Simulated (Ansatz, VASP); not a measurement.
**Cd7S in VASP and in Ansatz**

```
Cd S
1.0
    -3.60826    3.60826    3.60826
     3.60826   -3.60826    3.60826
     3.60826    3.60826   -3.60826
Cd S
7 1
Direct
  0.00000 0.50000 0.50000
  0.50000 0.00000 0.50000
  0.50000 0.50000 0.00000
  0.43056 0.43056 0.43056
  0.00000 0.00000 0.56944
  0.00000 0.56944 0.00000
  0.56944 0.00000 0.00000
  0.00000 0.00000 0.00000
```

Alike in both runs: functional PBE; k mesh 3 × 3 × 3; occupations gaussian, width 0.2 eV; no spin polarisation.

Ansatz relaxed the structure, and its values are those at the end. VASP's run is a single point on that final structure, the one shown.

|  | VASP | Ansatz |
| --- | --- | --- |
| version | VASP 6.6.1 | Ansatz 0.2.0 |
| potentials or method | VASP PAW PBE potentials, release 64 (Cd, S), cutoff 520 eV | scalar-relativistic, plane waves, PAW |
| valence electrons in the cell | 90 | 146 |

```csv
,VASP,Ansatz,Ansatz less VASP
gap on the k mesh at the Fermi level (eV),none,none,-
pressure (GPa),0.7,0.5,-0.23
rms of the force components (eV/Å),0.055,0.047,-0.0084
```

A gap of «none» marks a metal or a gap that the smearing closes. VASP's potentials hold 90 valence electrons a cell and Ansatz's 146, so a difference there can come from the potentials and not from the codes.

The k mesh is coarse, so the values compare programs but aren't converged.
